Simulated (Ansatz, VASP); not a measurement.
Br: VASP beside Ansatz

Contents of INCAR:

```
PREC = Accurate
ENCUT = 520
EDIFF = 1E-6
ISMEAR = -1
SIGMA = 0.05
LREAL = False
LASPH = True
NELM = 100
ALGO = Normal
ISIF = 2
LWAVE = False
LCHARG = False
GGA = PE
NBANDS = 22
```

File KPOINTS:

```
Automatic mesh
0
Gamma
  6 6 3
```

Contents of POSCAR:

```
Br
1.0
    3.3177951036     -2.2911603413      0.0000000000
    3.3177951036      2.2911603413      0.0000000000
    0.0000000000      0.0000000000      8.5846869338
Br
4
Direct
    0.3651000000      0.6349000000      0.3901000000
    0.1349000000      0.8651000000      0.8901000000
    0.6349000000      0.3651000000      0.6099000000
    0.8651000000      0.1349000000      0.1099000000
```

The input input.yaml:

```yaml
crystal:
  lattice:
    - [3.3177951036, -2.2911603413, 0.0]
    - [3.3177951036, 2.2911603413, 0.0]
    - [0.0, 0.0, 8.5846869338]
  atoms:
    - { symbol: Br, position: [0.3651, 0.6349, 0.3901] }
    - { symbol: Br, position: [0.1349, 0.8651, 0.8901] }
    - { symbol: Br, position: [0.6349, 0.3651, 0.6099] }
    - { symbol: Br, position: [0.8651, 0.1349, 0.1099] }
hamiltonian:
  xc: pbe
  pseudopotentials: { kind: paw }
kpoints:
  mp_grid: { grid: [6, 6, 3] }
scf:
  occupations: { method: fermi_dirac, width: 0.05 }
output:
  forces: true
  stress: true
  eigenvalues: true
```

Alike in both runs: task single point; functional PBE; k mesh 6 × 6 × 3; occupations fermi-dirac, width 0.05 eV; no spin polarisation.

|  | VASP | Ansatz |
| --- | --- | --- |
| version | VASP 6.6.1 | Ansatz 0.2.0 |
| potentials or method | VASP PAW PBE potentials, release 64 (Br) | Ansatz PAW |
| plane-wave cutoff (eV) | 520 | 420 |
| valence electrons in the cell | 28 | 28 |

```tsv
	VASP	Ansatz	Ansatz less VASP
gap on the k mesh at the Fermi level (eV)	2.04	2.04	-0.001
least direct gap on the mesh (eV)	2.05	2.05	-0.001
pressure (GPa)	3.3	3.2	-0.03
traceless stress, the component that is largest in VASP (GPa)	2.40	2.36	-0.033
rms of the force components (eV/Å)	0.799	0.790	-0.0084
```

Atom by atom the forces differ by 0.008 eV/Å (rms over components).

Noted on Ansatz's run: odd divisions of the mesh miss points on the zone boundary, where band edges often lie, so the gap on the mesh can be too wide.
